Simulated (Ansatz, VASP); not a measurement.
# Ni: VASP beside Ansatz

```
Ni
1.0
     0.00000    2.34214    2.34214
     2.34214    0.00000    2.34214
     2.34214    2.34214    0.00000
Ni
2
Direct
  0.00000 0.00000 0.00000
  0.50000 0.50000 0.50000
```

Alike in both runs: task single point; functional revPBE; k mesh 19 × 19 × 19; occupations fermi-dirac, width 0.05 eV; collinear spin.

```csv
,VASP,Ansatz
version,VASP 6.6.1,Ansatz 0.2.0
potentials or method,"VASP PAW PBE potentials, release 64 (Ni), cutoff 520 eV","plane waves (420 eV) with PAW, scalar-relativistic"
valence electrons in the cell,20,36
```

Ansatz gave:

```
net moment per atom (μB)                                      : 0.61
size of the moment on the site where the two differ most (μB) : 0.62
```

Task: What did VASP give for the same quantities?

Result: net moment per atom (μB): 0.00; size of the moment on the site where the two differ most (μB): 0.00.

The net moments are unlike, so the other rows may belong to different states. VASP's potentials were made for PBE, not for revPBE. Site moments also hang on the region over which each program counts them. VASP's potentials hold 20 valence electrons a cell and Ansatz's 36, so a difference there can come from the potentials and not from the codes. Ansatz's warnings: seeded moment not kept.
